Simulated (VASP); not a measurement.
# Mo (Im-3m) in VASP: relaxation of cell and atoms with PBE

Aim: the relaxation of cell and atoms of Mo with PBE.

Program: VASP 6.6.1. These are calculated values, not measurements. Logs are shortened: lines on timing, memory, paths and dates and some standing lists are left out, and cuts for length are marked.

## (1) The cell of the first run

It takes space group Im-3m (No. 229, cubic). Conventional cell: a = 3.025 Å, b = 3.025 Å, c = 3.025 Å, α = 90.00°, β = 90.00°, γ = 90.00°. Within 3.5 Å of Mo (site symmetry m-3m) lie 14 Mo at 2.62 to 3.02 Å.

## (2) Relaxation of cell and atoms, PBE, target pressure 45 GPa, at which the enthalpy is minimised

The input, INCAR:

```
SYSTEM = Mo
ALGO = Normal ; EDIFF = 1E-7
EDIFFG = -0.001 ; ENCUT = 500
GGA = PE ; GGA_COMPAT = .FALSE.
IBRION = 2 ; ISIF = 3
ISMEAR = -1 ; LASPH = .TRUE.
LCHARG = .FALSE. ; LREAL = .FALSE.
LWAVE = .FALSE. ; NELM = 120
NELMIN = 4 ; NSW = 80
PREC = Accurate ; PSTRESS = 450.0
SIGMA = 0.15
```

The input, KPOINTS:

```
k-points
0
G
  20 20 20
  0 0 0
```

The input, POSCAR:

```
Mo
1.0
   -1.5124561969      1.5124561969      1.5124561969
    1.5124561969     -1.5124561969      1.5124561969
    1.5124561969      1.5124561969     -1.5124561969
Mo
1
Direct
    0.0000000000      0.0000000000      0.0000000000
```

Potentials or basis: VASP PAW PBE potentials, release 64 (Mo_sv).

Started as:

```console
cat potpaw_PBE.64/Mo_sv/POTCAR > POTCAR
mpirun -np 1 vasp_std > vasp.out
```

OUTCAR:

```text
SYSTEM = Mo
   EDIFF = 1E-7
   EDIFFG = -0.001
   ENCUT = 500
   GGA = PE
   IBRION = 2
   ISIF = 3
   ISMEAR = -1
   LASPH = .TRUE.
   LREAL = .FALSE.
   NELM = 120
   NELMIN = 4
   NSW = 80
   PREC = Accurate
   PSTRESS = 450.0

 ion  position               nearest neighbor table
   1  0.000  0.000  0.000-

  LATTYP: Found a body centered cubic cell.
 ALAT       =     3.0249123938

  Lattice vectors:

 A1 = (  -1.5124561969,   1.5124561969,   1.5124561969)
 A2 = (   1.5124561969,  -1.5124561969,   1.5124561969)
 A3 = (   1.5124561969,   1.5124561969,  -1.5124561969)

Analysis of symmetry for initial positions (statically):
=====================================================================
 Subroutine PRICEL returns:
 Original cell was already a primitive cell.

 Routine SETGRP: Setting up the symmetry group for a
 body centered cubic supercell.

 Subroutine GETGRP returns: Found 48 space group operations
 (whereof 48 operations were pure point group operations)
 out of a pool of 48 trial point group operations.

The static configuration has the point symmetry O_h .

Analysis of symmetry for dynamics (positions and initial velocities):
=====================================================================
 Subroutine PRICEL returns:
 Original cell was already a primitive cell.

 Routine SETGRP: Setting up the symmetry group for a
 body centered cubic supercell.

 Subroutine GETGRP returns: Found 48 space group operations
 (whereof 48 operations were pure point group operations)
 out of a pool of 48 trial point group operations.

The dynamic configuration has the point symmetry O_h .

 Subroutine INISYM returns: Found 48 space group operations
 (whereof 48 operations are pure point group operations),
 and found     1 'primitive' translations

----------------------------------------------------------------------------------------

                                     Primitive cell

  volume of cell :      13.8391

  direct lattice vectors                    reciprocal lattice vectors
    -1.512456197  1.512456197  1.512456197     0.000000000  0.330588086  0.330588086
     1.512456197 -1.512456197  1.512456197     0.330588086  0.000000000  0.330588086
     1.512456197  1.512456197 -1.512456197     0.330588086  0.330588086  0.000000000

  length of vectors
     2.619650977  2.619650977  2.619650977     0.467522155  0.467522155  0.467522155

  position of ions in fractional coordinates (direct lattice)
     0.000000000  0.000000000  0.000000000

  ion indices of the primitive-cell ions
   primitive index   ion index
                 1           1

----------------------------------------------------------------------------------------

 KPOINTS: k-points

Automatic generation of k-mesh.
 Grid dimensions read from file:
 generate k-points for:   20   20   20

 Generating k-lattice:

  Cartesian coordinates                     Fractional coordinates (reciprocal lattice)
     0.000000000  0.016529404  0.016529404     0.050000000  0.000000000  0.000000000
     0.016529404  0.000000000  0.016529404     0.000000000  0.050000000  0.000000000
     0.016529404  0.016529404  0.000000000     0.000000000  0.000000000  0.050000000

  Length of vectors
     0.023376108  0.023376108  0.023376108

  Shift w.r.t. Gamma in fractional coordinates (k-lattice)
     0.000000000  0.000000000  0.000000000

 Subroutine IBZKPT returns following result:
 ===========================================

 Found    256 irreducible k-points:

 Following reciprocal coordinates:
            Coordinates               Weight
  0.000000  0.000000  0.000000      1.000000
  0.050000  0.000000  0.000000     12.000000
  0.100000  0.000000  0.000000     12.000000
  0.150000  0.000000  0.000000     12.000000
  0.200000  0.000000  0.000000     12.000000
  0.250000  0.000000  0.000000     12.000000
[... 16 lines left out ...]
  0.200000  0.100000  0.000000     48.000000
  0.250000  0.100000  0.000000     48.000000
 [... further k-points ...]
   k-points           NKPTS =    256   k-points in BZ     NKDIM =    256   number of bands    NBANDS=     11
   number of dos      NEDOS =    301   number of ions     NIONS =      1
   total plane-waves  NPLWV =   8000
   dimension x,y,z NGX =    20 NGY =   20 NGZ =   20
   dimension x,y,z NGXF=    40 NGYF=   40 NGZF=   40
   ions per type =               1
   NGX,Y,Z   is equivalent  to a cutoff of  12.69, 12.69, 12.69 a.u.
   NGXF,Y,Z  is equivalent  to a cutoff of  25.38, 25.38, 25.38 a.u.
 SYSTEM =  Mo
   PREC   = accura    normal or accurate (medium, high low for compatibility)
   ISTART =      0    job   : 0-new  1-cont  2-samecut
   ICHARG =      2    charge: 1-file 2-atom 10-const
   ISPIN  =      1    spin polarized calculation?
   LNONCOLLINEAR =      F non collinear calculations
   LSORBIT =      F    spin-orbit coupling
   LASPH  =      T    aspherical Exc in radial PAW
   ENCUT  =  500.0 eV  36.75 Ry    6.06 a.u.   4.78  4.78  4.78*2*pi/ulx,y,z
   NELM   =    120;   NELMIN=  4; NELMDL= -5     # of ELM steps
   EDIFF  = 0.1E-06   stopping-criterion for ELM
   LREAL  =      F    real-space projection
   EDIFFG = -.1E-02   stopping-criterion for IOM
   NSW    =     80    number of steps for IOM
   IBRION =      2    ionic relax: 0-MD 1-quasi-New 2-CG
   NFREE  =      1    steps in history (QN), initial steepest desc. (CG)
   ISIF   =      3    stress and relaxation
   ISYM   =      2    0-nonsym 1-usesym 2-fastsym
   POTIM  = 0.5000    time-step for ionic-motion
   TEBEG  =    0.0;   TEEND  =   0.0 temperature during run
   PSTRESS=  450.0 pullay stress
   NELECT =      14.0000    total number of electrons
   NUPDOWN=      -1.0000    fix difference up-down
   EMIN   =  10.00;   EMAX   =-10.00  energy-range for DOS
   EFERMI =   0.00;   METHOD = LEGACY
   ISMEAR =    -1;   SIGMA  =   0.15  broadening in eV -4-tet -1-fermi 0-gaus
   EFERMI_NEDOS =   21; number of points for ismear=-14 and -15
   IALGO  =     38    algorithm
   IMIX   =      4    mixing-type and parameters
     AMIX     =   0.40;   BMIX     =  1.00
     AMIX_MAG =   1.60;   BMIX_MAG =  1.00
  volume/ion in A,a.u.               =      13.84        93.39
  Fermi-wavevector in a.u.,A,eV,Ry     =   1.643418  3.105610 36.746924  2.700823
  Thomas-Fermi vector in A             =   2.733556
   LORBIT       =      0    0 simple, 1 ext, 2 COOP (PROOUT), +10 PAW based schemes
   GGA     = PE    functional components
   LHFCALC =     F    Hartree Fock is set to
   AEXX    =    0.0000 exact exchange contribution
   IVDW    =     0    specifies the selected vdW correction
   LEPSILON=     F    determine dielectric tensor
   LRPA    =     F    only Hartree local field effects (RPA)
 conjugate gradient relaxation of ions
 non-spin polarized calculation
  energy-cutoff  :      500.00
  volume of cell :       13.84
 maximum number of plane-waves:       370
   NGX =  9   NGY =  9   NGZ =  9

--------------------------------------- Ionic step        1  -------------------------------------------

 number of electron      14.0000004 magnetization

 Free energy of the ion-electron system (eV)
  ---------------------------------------------------
  ext. energy  EPLUGINS =         0.00000000
  ---------------------------------------------------
  free energy    TOTEN  =       -10.70490289 eV

  energy without entropy =      -10.65965571  energy(sigma->0) =      -10.68227930

------------------------ aborting loop because EDIFF is reached ----------------------------------------

  FORCE on cell =-STRESS in cart. coord.  units (eV):
  Direction    XX          YY          ZZ          XY          YZ          ZX
  --------------------------------------------------------------------------------------
  -------------------------------------------------------------------------------------
  Total        3.9710180      3.9710180      3.9710180      0.0000000      0.0000000     -0.0000000
  in kB      459.7312496    459.7312496    459.7312496      0.0000000      0.0000000     -0.0000000
  external PRESSURE =       9.7312496 kB  Pullay stress =     450.0000000 kB
[... 59 lines left out ...]
  enthalpy is  TOTEN    =        -6.8162033403 eV   P V=        3.9344400412

--------------------------------------- Ionic step        3  -------------------------------------------

 number of electron      14.0000004 magnetization

 Free energy of the ion-electron system (eV)
  ---------------------------------------------------
  ext. energy  EPLUGINS =         0.00000000
  ---------------------------------------------------
  free energy    TOTEN  =       -10.71370419 eV

  energy without entropy =      -10.66842326  energy(sigma->0) =      -10.69106372

 E-fermi :  14.6415     XC(G=0): -14.0771

 val. band max:       14.6342619008   @ k =  -0.2500   0.3000   0.1000
 cond. band min:      14.6552778367   @ k =  -0.2500   0.3500   0.1000
 fundamental gap:      0.0210159358
 Fermi energy:        14.6415435047

 k-point     1 :       0.0000    0.0000    0.0000
  band No.  band energies     occupation
      1     -46.7148      2.00000
      2     -19.6437      2.00000
      3     -19.6437      2.00000
      4     -19.6437      2.00000
      5       7.0366      2.00000
      6      13.0001      1.99996
      7      13.0001      1.99996
      8      13.0001      1.99996
      9      16.4944      0.00001
     10      16.4944      0.00001
     11      29.5945      0.00000
[... 309 lines left out ...]
 k-point    24 :       0.2500    0.1000    0.0000
  band No.  band energies     occupation
      1     -46.4225      2.00000
      2     -21.0247      2.00000
      3     -20.0917      2.00000
      4     -19.7292      2.00000
      5       9.4878      2.00000
      6      11.3583      2.00000
      7      12.8872      1.99998
      8      15.7783      0.00102
      9      17.1368      0.00000
     10      17.6899      0.00000
     11      29.5538      0.00000

 [... further k-points ...]

------------------------ aborting loop because EDIFF is reached ----------------------------------------

  FORCE on cell =-STRESS in cart. coord.  units (eV):
  Direction    XX          YY          ZZ          XY          YZ          ZX
  --------------------------------------------------------------------------------------
  -------------------------------------------------------------------------------------
  Total        3.8960466      3.8960466      3.8960466     -0.0000000     -0.0000000     -0.0000000
  in kB      450.0433673    450.0433673    450.0433673     -0.0000000     -0.0000000     -0.0000000
  external PRESSURE =       0.0433673 kB  Pullay stress =     450.0000000 kB
[... 16 lines left out ...]
  FREE ENERGIE OF THE ION-ELECTRON SYSTEM (eV)
  ---------------------------------------------------
  free  energy   TOTEN  =       -10.7137041894 eV

  energy  without entropy=      -10.6684232555  energy(sigma->0) =      -10.69106372

  enthalpy is  TOTEN    =        -6.8180330373 eV   P V=        3.8956711521

 reached required accuracy - stopping structural energy minimisation
```

It took 44 s on 1 thread of Intel Xeon Platinum 8488C (Sapphire Rapids), shared host; peak memory 0.16 GiB.

What came out:

```yaml
Free_energy: -10.7137 eV
Relaxed_volume: 13.87 Å³/atom
Relaxed_cell: a = 2.622 Å, b = 2.622 Å, c = 2.622 Å, α = 109.47°, β = 109.47°, γ = 109.47°
Space_group_after_relaxing_to_0.1_Å: Im-3m (No. 229)
Energy_change_on_relaxing_the_run_minimises_the_enthalpy: -8.8 meV/atom
Ionic_steps: 3
Pressure_after_relaxing: 45.0 GPa
Band_gap_on_the_k_mesh: zero (bands 7 and 8 overlap by 6.33 eV)
```

Step by step:
| step | energy change (eV) | largest force (eV/Å) | pressure (GPa) | volume (Å³) |
| --- | --- | --- | --- | --- |
| 1 | 0.0000 | 0.0000 | 45.97 | 13.84 |
| 2 | -0.0457 | 0.0000 | 40.80 | 14.01 |
| 3 | -0.0088 | 0.0000 | 45.00 | 13.87 |

Final structure:
```yaml
crystal:
  lattice:
    - [-1.51358, 1.51358, 1.51358]
    - [1.51358, -1.51358, 1.51358]
    - [1.51358, 1.51358, -1.51358]
  atoms:
    - { symbol: Mo, position: [0.00000, 0.00000, 0.00000] }
```

Caveat: the cell is relaxed towards a set pressure, so the run minimises the enthalpy, not the energy.
